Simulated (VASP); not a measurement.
# Ti (P-1) in VASP: notebook

Ti is run at these levels: PBE; tasks: single point.

Program: VASP 6.6.1. These are calculated values, not measurements. Logs are shortened: lines on timing, memory, paths and dates and some standing lists are left out, and cuts for length are marked.

## Step 1: The cell of the first run

The typed cell holds 2 atoms: a = 2.858 Å, b = 2.892 Å, c = 4.590 Å, α = 89.14°, β = 90.33°, γ = 119.22°.

## Step 2: Single point, PBE (strained and its atoms moved)

File INCAR:

```
PREC = Accurate ; ENCUT = 520
EDIFF = 1E-6 ; ISMEAR = 0
SIGMA = 0.1 ; LREAL = False
LASPH = True ; NELM = 80
ALGO = Fast ; ISIF = 2
LWAVE = False ; LCHARG = True
GGA = PE ; LELF = True
LVHAR = True ; NBANDS = 19
```

File KPOINTS:

```
Automatic mesh
0
Gamma
  14 14 8
```

File POSCAR:

```
Ti
1.0
    2.8577514273      0.0097349929     -0.0083189940
   -1.4204449625      2.5188906464      0.0216085972
   -0.0132145200      0.0320053800      4.5903587400
Ti
2
Direct
    0.2522910078      0.6634295886      0.2685253948
    0.7477089922      0.3365704114      0.7314746052
```

Potentials or basis: VASP PAW PBE potentials, release 64 (Ti_sv).

On the command line:

```bash
$ cat potpaw_PBE.64/Ti_sv/POTCAR > POTCAR
$ mpirun -np 1 vasp_std > vasp.out
```

OUTCAR:

```text
PREC = Accurate
   ENCUT = 520
   EDIFF = 1E-6
   ISMEAR = 0
   LREAL = False
   LASPH = True
   NELM = 80
   ISIF = 2
   GGA = PE

 ion  position               nearest neighbor table
   1  0.252  0.663  0.269-   2 2.48   2 2.78   2 2.78
   2  0.748  0.337  0.731-   1 2.48   1 2.78   1 2.78

  LATTYP: Found a triclinic cell.
 ALAT       =     2.8918749820
 B/A-ratio  =     0.9882101179
 C/A-ratio  =     1.5873747527
 COS(alpha) =     0.0057658100
 COS(beta)  =     0.0149587909
 COS(gamma) =     0.4882344651

  Lattice vectors:

 A1 = (  -1.4204449625,   2.5188906464,   0.0216085972)
 A2 = (  -2.8577514273,  -0.0097349929,   0.0083189940)
 A3 = (  -0.0132145200,   0.0320053800,   4.5903587400)

Analysis of symmetry for initial positions (statically):
=====================================================================
 Subroutine PRICEL returns:
 Original cell was already a primitive cell.

 Routine SETGRP: Setting up the symmetry group for a
 triclinic supercell.

 Subroutine GETGRP returns: Found  2 space group operations
 (whereof  2 operations were pure point group operations)
 out of a pool of  2 trial point group operations.

The static configuration has the point symmetry S_2 .

Analysis of symmetry for dynamics (positions and initial velocities):
=====================================================================
 Subroutine PRICEL returns:
 Original cell was already a primitive cell.

 Routine SETGRP: Setting up the symmetry group for a
 triclinic supercell.

 Subroutine GETGRP returns: Found  2 space group operations
 (whereof  2 operations were pure point group operations)
 out of a pool of  2 trial point group operations.

The dynamic configuration has the point symmetry S_2 .

 Subroutine INISYM returns: Found  2 space group operations
 (whereof  2 operations are pure point group operations),
 and found     1 'primitive' translations

----------------------------------------------------------------------------------------

                                     Primitive cell

  volume of cell :      33.1047

  direct lattice vectors                    reciprocal lattice vectors
     2.857751427  0.009734993 -0.008318994     0.349253470  0.196953084 -0.000367802
    -1.420444962  2.518890646  0.021608597    -0.001357916  0.396258147 -0.002766742
    -0.013214520  0.032005380  4.590358740     0.000639336 -0.001508407  0.217860255

  length of vectors
     2.857780117  2.891874982  4.590489334     0.400959648  0.396270133  0.217866415

  position of ions in fractional coordinates (direct lattice)
     0.252291008  0.663429589  0.268525395
     0.747708992  0.336570411  0.731474605

  ion indices of the primitive-cell ions
   primitive index   ion index
                 1           1
                 2           2

----------------------------------------------------------------------------------------

 KPOINTS: Automatic mesh

Automatic generation of k-mesh.
 Grid dimensions read from file:
 generate k-points for:   14   14    8

 Generating k-lattice:

  Cartesian coordinates                     Fractional coordinates (reciprocal lattice)
     0.024946676  0.014068077 -0.000026272     0.071428571 -0.000000000 -0.000000000
    -0.000096994  0.028304153 -0.000197624    -0.000000000  0.071428571 -0.000000000
     0.000079917 -0.000188551  0.027232532     0.000000000  0.000000000  0.125000000

  Length of vectors
     0.028639975  0.028305009  0.027233302

  Shift w.r.t. Gamma in fractional coordinates (k-lattice)
     0.000000000  0.000000000  0.000000000

 Subroutine IBZKPT returns following result:
 ===========================================

 Found    788 irreducible k-points:

 Following reciprocal coordinates:
            Coordinates               Weight
  0.000000  0.000000  0.000000      1.000000
  0.071429  0.000000  0.000000      2.000000
  0.142857  0.000000 -0.000000      2.000000
  0.214286  0.000000 -0.000000      2.000000
  0.285714  0.000000 -0.000000      2.000000
  0.357143  0.000000  0.000000      2.000000
[... 16 lines left out ...]
  0.000000  0.142857  0.000000      2.000000
  0.071429  0.142857  0.000000      2.000000
 [... further k-points ...]
   k-points           NKPTS =    788   k-points in BZ     NKDIM =    788   number of bands    NBANDS=     19
   number of dos      NEDOS =    301   number of ions     NIONS =      2
   total plane-waves  NPLWV =  20736
   dimension x,y,z NGX =    24 NGY =   24 NGZ =   36
   dimension x,y,z NGXF=    48 NGYF=   48 NGZF=   72
   ions per type =               2
   NGX,Y,Z   is equivalent  to a cutoff of  13.96, 13.80, 13.04 a.u.
   NGXF,Y,Z  is equivalent  to a cutoff of  27.92, 27.59, 26.08 a.u.
 SYSTEM =  unknown system
   PREC   = accura    normal or accurate (medium, high low for compatibility)
   ISTART =      0    job   : 0-new  1-cont  2-samecut
   ICHARG =      2    charge: 1-file 2-atom 10-const
   ISPIN  =      1    spin polarized calculation?
   LNONCOLLINEAR =      F non collinear calculations
   LSORBIT =      F    spin-orbit coupling
   LASPH  =      T    aspherical Exc in radial PAW
   ENCUT  =  520.0 eV  38.22 Ry    6.18 a.u.   5.31  5.38  8.54*2*pi/ulx,y,z
   NELM   =     80;   NELMIN=  2; NELMDL= -5     # of ELM steps
   EDIFF  = 0.1E-05   stopping-criterion for ELM
   LREAL  =      F    real-space projection
   EDIFFG = 0.1E-04   stopping-criterion for IOM
   NSW    =      0    number of steps for IOM
   IBRION =     -1    ionic relax: 0-MD 1-quasi-New 2-CG
   NFREE  =      0    steps in history (QN), initial steepest desc. (CG)
   ISIF   =      2    stress and relaxation
   ISYM   =      2    0-nonsym 1-usesym 2-fastsym
   POTIM  = 0.5000    time-step for ionic-motion
   TEBEG  =    0.0;   TEEND  =   0.0 temperature during run
   PSTRESS=    0.0 pullay stress
   NELECT =      24.0000    total number of electrons
   NUPDOWN=      -1.0000    fix difference up-down
   EMIN   =  10.00;   EMAX   =-10.00  energy-range for DOS
   EFERMI =   0.00;   METHOD = LEGACY
   ISMEAR =     0;   SIGMA  =   0.10  broadening in eV -4-tet -1-fermi 0-gaus
   EFERMI_NEDOS =   21; number of points for ismear=-14 and -15
   IALGO  =     68    algorithm
   IMIX   =      4    mixing-type and parameters
     AMIX     =   0.40;   BMIX     =  1.00
     AMIX_MAG =   1.60;   BMIX_MAG =  1.00
  volume/ion in A,a.u.               =      16.55       111.70
  Fermi-wavevector in a.u.,A,eV,Ry     =   1.470671  2.779165 29.427672  2.162873
  Thomas-Fermi vector in A             =   2.585900
   LORBIT       =      0    0 simple, 1 ext, 2 COOP (PROOUT), +10 PAW based schemes
   GGA     = PE    functional components
   LHFCALC =     F    Hartree Fock is set to
   AEXX    =    0.0000 exact exchange contribution
   IVDW    =     0    specifies the selected vdW correction
   LEPSILON=     F    determine dielectric tensor
   LRPA    =     F    only Hartree local field effects (RPA)
 non-spin polarized calculation
 RMM-DIIS sequential band-by-band and
 Gauss-broadening in eV      SIGMA  =   0.10
  energy-cutoff  :      520.00
  volume of cell :       33.10
 maximum number of plane-waves:       911
 NGX is ok and might be reduce to    24
   NGX = 11   NGY = 11   NGZ = 17

 number of electron      23.9999997 magnetization

 Free energy of the ion-electron system (eV)
  ---------------------------------------------------
  ext. energy  EPLUGINS =         0.00000000
  ---------------------------------------------------
  free energy    TOTEN  =       -15.46152578 eV

  energy without entropy =      -15.44883616  energy(sigma->0) =      -15.45518097

 E-fermi :   8.7127     XC(G=0): -11.7039

 val. band max:        8.7116553397   @ k =  -0.2857   0.5000   0.2500
 cond. band min:       8.7160916487   @ k =   0.2857   0.2143   0.3750
 fundamental gap:      0.0044363090
 Fermi energy:         8.7127465686

 k-point     1 :       0.0000    0.0000    0.0000
  band No.  band energies     occupation
      1     -47.9369      2.00000
      2     -47.7133      2.00000
      3     -24.6483      2.00000
      4     -23.8797      2.00000
      5     -23.7732      2.00000
      6     -23.7454      2.00000
[... 11 lines left out ...]
     18      11.3862      0.00000
     19      11.6114      0.00000

 k-point     2 :       0.0714    0.0000    0.0000
  band No.  band energies     occupation
      1     -47.9301      2.00000
      2     -47.7113      2.00000
      3     -24.6350      2.00000
      4     -23.9043      2.00000
      5     -23.7907      2.00000
      6     -23.7462      2.00000
[... 11 lines left out ...]
     18      11.2051      0.00000
     19      11.8034      0.00000

 k-point     3 :       0.1429    0.0000   -0.0000
  band No.  band energies     occupation
      1     -47.9106      2.00000
      2     -47.7059      2.00000
      3     -24.5972      2.00000
      4     -23.9735      2.00000
      5     -23.8326      2.00000
      6     -23.7898      2.00000
[... 11 lines left out ...]
     18      10.9499      0.00000
     19      12.0488      0.00000

 k-point     4 :       0.2143    0.0000   -0.0000
  band No.  band energies     occupation
      1     -47.8814      2.00000
      2     -47.6990      2.00000
      3     -24.5419      2.00000
      4     -24.0720      2.00000
      5     -23.9093      2.00000
      6     -23.8712      2.00000
[... 11 lines left out ...]
     18      11.0843      0.00000
     19      12.2237      0.00000

 k-point     5 :       0.2857    0.0000   -0.0000
  band No.  band energies     occupation
      1     -47.8469      2.00000
      2     -47.6934      2.00000
      3     -24.4844      2.00000
      4     -24.1739      2.00000
      5     -24.0258      2.00000
      6     -23.9201      2.00000
[... 11 lines left out ...]
     18      11.5547      0.00000
     19      12.3321      0.00000

 k-point     6 :       0.3571    0.0000    0.0000
  band No.  band energies     occupation
      1     -47.8127      2.00000
      2     -47.6912      2.00000
      3     -24.4540      2.00000
      4     -24.2519      2.00000
      5     -24.1107      2.00000
      6     -23.9592      2.00000
[... 11 lines left out ...]
     18      12.1247      0.00000
     19      12.3879      0.00000

 k-point     7 :       0.4286    0.0000   -0.0000
  band No.  band energies     occupation
      1     -47.7858      2.00000
      2     -47.6929      2.00000
      3     -24.4639      2.00000
      4     -24.3028      2.00000
      5     -24.1260      2.00000
      6     -23.9860      2.00000
[... 11 lines left out ...]
     18      12.5622      0.00000
     19      12.8422      0.00000

 k-point     8 :       0.5000   -0.0000   -0.0000
  band No.  band energies     occupation
      1     -47.7749      2.00000
      2     -47.6948      2.00000
      3     -24.4746      2.00000
      4     -24.3234      2.00000
      5     -24.1156      2.00000
      6     -23.9962      2.00000
[... 256 lines left out ...]
 k-point    20 :      -0.2143    0.0714   -0.0000
  band No.  band energies     occupation
      1     -47.8945      2.00000
      2     -47.6979      2.00000
      3     -24.5715      2.00000
      4     -24.0172      2.00000
      5     -23.9228      2.00000
      6     -23.8194      2.00000
[... 11 lines left out ...]
     18      11.0216      0.00000
     19      12.2450      0.00000

 k-point    21 :      -0.1429    0.0714    0.0000
  band No.  band energies     occupation
      1     -47.9184      2.00000
      2     -47.7050      2.00000
      3     -24.6161      2.00000
      4     -23.9288      2.00000
      5     -23.8555      2.00000
      6     -23.7750      2.00000
[... 11 lines left out ...]
     18      11.2731      0.00000
     19      12.1299      0.00000

 k-point    22 :      -0.0714    0.0714    0.0000
  band No.  band energies     occupation
      1     -47.9312      2.00000
      2     -47.7099      2.00000
      3     -24.6393      2.00000
      4     -23.8880      2.00000
      5     -23.8091      2.00000
      6     -23.7647      2.00000
[... 11 lines left out ...]
     18      11.4818      0.00000
     19      12.0117      0.00000

 k-point    23 :       0.0000    0.1429    0.0000
  band No.  band energies     occupation
      1     -47.9138      2.00000
      2     -47.7051      2.00000
      3     -24.6043      2.00000
      4     -23.9705      2.00000
      5     -23.8502      2.00000
      6     -23.7926      2.00000
[... 11 lines left out ...]
     18      11.2418      0.00000
     19      11.9275      0.00000

 k-point    24 :       0.0714    0.1429    0.0000
  band No.  band energies     occupation
      1     -47.8953      2.00000
      2     -47.7025      2.00000
      3     -24.5656      2.00000
      4     -24.0379      2.00000
      5     -23.8958      2.00000
      6     -23.7988      2.00000
[... 11 lines left out ...]
     18      11.2352      0.00000
     19      11.7374      0.00000

 [... further k-points ...]
[... 5 lines left out ...]
  --------------------------------------------------------------------------------------
  -------------------------------------------------------------------------------------
  Total        1.5078606      0.3864185      1.6545995      0.8951112     -0.3796465     -0.3801360
  in kB       72.9764193     18.7016237     80.0781884     43.3209882    -18.3738725    -18.3975657
  external PRESSURE =      57.2520771 kB  Pullay stress =       0.0000000 kB

 VOLUME and BASIS-vectors are now :
 -----------------------------------------------------------------------------
  energy-cutoff  :      520.00
  volume of cell :       33.10
      direct lattice vectors                 reciprocal lattice vectors
     2.857751427  0.009734993 -0.008318994     0.349253470  0.196953084 -0.000367802
    -1.420444962  2.518890646  0.021608597    -0.001357916  0.396258147 -0.002766742
    -0.013214520  0.032005380  4.590358740     0.000639336 -0.001508407  0.217860255

 POSITION                                       TOTAL-FORCE (eV/Angst)
 -----------------------------------------------------------------------------------
     -0.22493      1.68216      1.24486         0.428508      0.134614     -0.853634
      1.64902      0.87847      3.35878        -0.428508     -0.134614      0.853634
 -----------------------------------------------------------------------------------
    total drift:                               -0.000000      0.000000     -0.000000

  FREE ENERGIE OF THE ION-ELECTRON SYSTEM (eV)
  ---------------------------------------------------
  free  energy   TOTEN  =       -15.4615257762 eV

  energy  without entropy=      -15.4488361620  energy(sigma->0) =      -15.45518097
```

Run time: 21 min. Hardware: 1 thread of AMD EPYC 9R45 (Zen 5), shared host; peak memory 0.44 GiB.

Results:

```yaml
Free_energy: -15.4615 eV
Pressure: 5.7 GPa
Largest_force: 0.965 eV/Å
Band_gap_on_the_k_mesh: zero (bands 12 and 13 overlap by 1.23 eV)
```

Forces on the atoms (eV/Å):
```
Ti   0.429  0.135 -0.854
Ti  -0.429 -0.135  0.854
```

Caveat: the cell differs from its parent crystal (strained and its atoms moved); the stress differs along the axes, from 2 to 8 GPa.

## Step 3: Single point, PBE (atoms moved at random and the cell strained at random)

File INCAR:

```
PREC = Accurate ; ENCUT = 520
EDIFF = 1E-6 ; ISMEAR = 0
SIGMA = 0.1 ; LREAL = F
LASPH = T ; NELM = 60
ALGO = Fast ; ISIF = 2
LWAVE = F ; LCHARG = T
GGA = PE ; LELF = T
LVHAR = T ; NBANDS = 19
```

File KPOINTS:

```
regular mesh
0
Gamma
  14 14 8
```

File POSCAR:

```
Ti
1.0
    3.1164662397     -0.0779389435     -0.0281429796
   -1.6257302248      2.7279447903      0.0663932426
   -0.0447044400      0.0959692800      4.7304232800
Ti
2
Direct
    0.3260126859      0.6795914936      0.2562462655
    0.6739873141      0.3204085064      0.7437537345
```

Potentials or basis: VASP PAW PBE potentials, release 64 (Ti_sv).

On the command line:

```bash
$ cat potpaw_PBE.64/Ti_sv/POTCAR > POTCAR
$ mpirun -np 1 vasp_std > vasp.out
```

Run time: 16 min. Hardware: 1 thread of AMD EPYC 9R45 (Zen 5), shared host; peak memory 0.51 GiB.

Results (log left out):

* Free energy: -15.4308 eV
* Pressure: -11.2 GPa
* Largest force: 0.259 eV/Å
* Band gap on the k mesh: zero (bands 12 and 13 overlap by 1.08 eV)

Forces on the atoms (eV/Å):
```
Ti   0.235 -0.083 -0.069
Ti  -0.235  0.083  0.069
```

Stress tensor (GPa, compression positive):
```
-13.15   2.76   0.30
  2.76 -11.62  -1.27
  0.30  -1.27  -8.87
```

Levels at points of the mesh, in eV from the Fermi level:
```
           k point  band 8  band 9  band 10  band 11  band 12  band 13  band 14  band 15  band 16  band 17
(0.00, 0.00, 0.00)  -33.02   -5.87    -2.33     0.44     0.70     0.84     0.88     1.00     1.19     1.40
(0.50, 0.00, 0.00)  -33.11   -2.13    -1.82    -1.44    -0.70     0.10     0.65     1.25     2.72     2.97
(0.00, 0.50, 0.00)  -33.09   -2.15    -1.83    -1.41    -0.82     0.18     0.56     1.16     2.64     2.91
(0.50, 0.50, 0.00)  -33.06   -2.39    -1.84    -1.58    -0.95     0.38     0.86     1.13     2.70     2.84
(0.00, 0.00, 0.50)  -33.07   -4.11    -4.05    -0.04     0.28     0.33     0.39     0.77     0.77     2.26
(0.50, 0.00, 0.50)  -33.14   -2.21    -2.16    -0.70    -0.50     1.05     1.14     1.28     1.54     2.84
(0.00, 0.50, 0.50)  -33.12   -2.25    -2.21    -0.73    -0.46     0.80     1.15     1.37     1.60     2.77
(0.50, 0.50, 0.50)  -33.12   -2.27    -2.15    -0.73    -0.72     0.76     1.00     1.43     1.58     2.76
```

Caveat: the cell differs from its parent crystal (atoms moved at random and the cell strained at random); the cell stands under tension.
